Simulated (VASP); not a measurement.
Runs of VASP 6.6.1 on Cr. It takes space group Cmcm (No. 63, orthorhombic). The conventional cell has a = 2.294 Å, b = 4.934 Å, c = 4.064 Å, α = 90.00°, β = 90.00°, γ = 90.00°. Cr (site symmetry m2m) has 12 Cr at 2.29 to 2.72 Å within 3.0 Å. 

| level | spin | fixed moment (μB) | k mesh | pressure (GPa) | moment (μB) | largest force (eV/Å) |
| --- | --- | --- | --- | --- | --- | --- |
| PBE | off | - | 13 × 13 × 7 | (a) | - | 0.18 |
| PBEsol | collinear, ferromagnetic start | 7.5 | 11 × 11 × 6 | 84.4 | 7.50 | (b) |
| PBEsol | collinear, ferromagnetic start | 9.0 | 11 × 11 × 6 | 120.0 | 9.00 | 0.71 |
| PBEsol | collinear, ferromagnetic start | 12.0 | 11 × 11 × 6 | 207.6 | 12.00 | 1.08 |

Alike in all rows: task single point; potentials or basis VASP PAW PBE potentials, release 64 (Cr_pv); cell as given; cutoff (eV) 520; smearing fermi-dirac 0.05 eV.

Q: Fill in the values left out.

A: (a) 7.2; (b) 0.69.

Caveats: the PAW data sets were made with another functional, which shifts forces and pressure a little (some runs); the total moment is fixed, so each spin has its own Fermi level (some runs).
